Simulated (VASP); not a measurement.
A run of VASP 6.6.1 is set up as follows.

File INCAR:

```
SYSTEM = NbH2
PREC = Accurate
ENCUT = 520
EDIFF = 1E-7
ISMEAR = -1
SIGMA = 0.15
LREAL = .FALSE.
LASPH = .TRUE.
NELM = 60
ALGO = Normal
ISIF = 2
LWAVE = .FALSE.
LCHARG = .FALSE.
GGA = PS
NBANDS = 14
```

The input KPOINTS:

```
Automatic mesh
0
G
  10 10 10
  0 0 0
```

Contents of POSCAR:

```
NbH2
1.0
    0.0000000000      2.2815000000      2.2815000000
    2.2815000000      0.0000000000      2.2815000000
    2.2815000000      2.2815000000      0.0000000000
Nb H
1 2
Direct
    0.0000000000      0.0000000000      0.0000000000
    0.2500000000      0.2500000000      0.2500000000
    0.7500000000      0.7500000000      0.7500000000
```

Potentials or basis: VASP PAW PBE potentials, release 64 (Nb_sv, H).

The run is started by

```console
$ cat potpaw_PBE.64/Nb_sv/POTCAR potpaw_PBE.64/H/POTCAR > POTCAR
$ mpirun -np 1 vasp_std > vasp.out
```

Problem. What does it give for the band gap on the k mesh?

Solution. Zero (an odd number of electrons rules out a gap without spin polarisation).

Problem. What does it give for the pressure?

Solution. -5.5 GPa.

Caveat: the cell stands under tension; the PAW data sets were made with another functional, which shifts forces and pressure a little.
